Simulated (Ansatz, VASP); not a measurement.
## ReB: VASP beside Ansatz

File INCAR:

```
SYSTEM = ReB
  ALGO = Normal
  EDIFF = 1E-6
  EDIFFG = -0.01
  ENCUT = 600
  GGA = PE
  IBRION = 2
  ISIF = 3
  ISMEAR = 0
  LASPH = .True.
  LCHARG = .False.
  LREAL = .False.
  LWAVE = .False.
  NELM = 100
  NSW = 100
  PREC = Accurate
  SIGMA = 0.1
```

KPOINTS

```
k-points
0
Gamma
  16 16 8
  0 0 0
```

The input POSCAR:

```
ReB
1.0
    2.8181008814      0.0000000000      0.0000000000
    0.0000000000      2.8181008814      0.0000000000
    0.0000000000      0.0000000000      5.9210614863
Re B
2 2
Direct
    0.5000000000      0.5000000000      0.2121399233
    0.5000000000      0.5000000000      0.7878600767
    0.0000000000      0.5000000000      0.5000000000
    0.5000000000      0.0000000000      0.5000000000
```

Input for Ansatz:

```yaml
crystal:
  lattice:
    - [2.8181008814, 0.0, 0.0]
    - [0.0, 2.8181008814, 0.0]
    - [0.0, 0.0, 5.9210614863]
  atoms:
    - { symbol: Re, position: [0.5, 0.5, 0.2121399233] }
    - { symbol: Re, position: [0.5, 0.5, 0.7878600767] }
    - { symbol: B, position: [0.0, 0.5, 0.5] }
    - { symbol: B, position: [0.5, 0.0, 0.5] }
basis:
  ecutwfc: 420
kpoints:
  mp_grid: { grid: [16, 16, 8] }
hamiltonian:
  xc: pbe
scf:
  occupations: { method: gaussian, width: 0.1 }
output:
  forces: true
  stress: true
  eigenvalues: true
  write_density: true
  write_potential: true
  elf: true
  volumetric_format: npy
relax:
  adjacent_minimum: "off"
  f_tol: 0.01
  max_steps: 80
  cell: { stress_tol: 0.05 }
```

Alike in both runs: task relaxation of cell and atoms; functional PBE; k mesh 16 × 16 × 8; occupations gaussian, width 0.1 eV; no spin polarisation.

|  | VASP | Ansatz |
| --- | --- | --- |
| version | VASP 6.6.1 | Ansatz 0.2.0 |
| potentials or method | VASP PAW PBE potentials, release 64 (Re, B), cutoff 600 eV | scalar-relativistic, plane waves, PAW |
| valence electrons in the cell | 20 | 36 |

VASP gave:

| Quantity | Value |
| --- | --- |
| gap on the k mesh at the Fermi level, each at its own relaxed structure (eV) | none |
| relaxed volume (Å³/atom) | 11.87 |
| relaxed cell length with the largest relative difference (Å) | 5.902 |

Estimate Ansatz's values.

gap on the k mesh at the Fermi level, each at its own relaxed structure (eV): none; relaxed volume (Å³/atom): 11.87; relaxed cell length with the largest relative difference (Å): 5.892.

A gap of «none» marks a metal or a gap that the smearing closes. VASP's potentials hold 20 valence electrons a cell and Ansatz's 36, so a difference there can come from the potentials and not from the codes.

Neither program's run includes spin-orbit coupling.
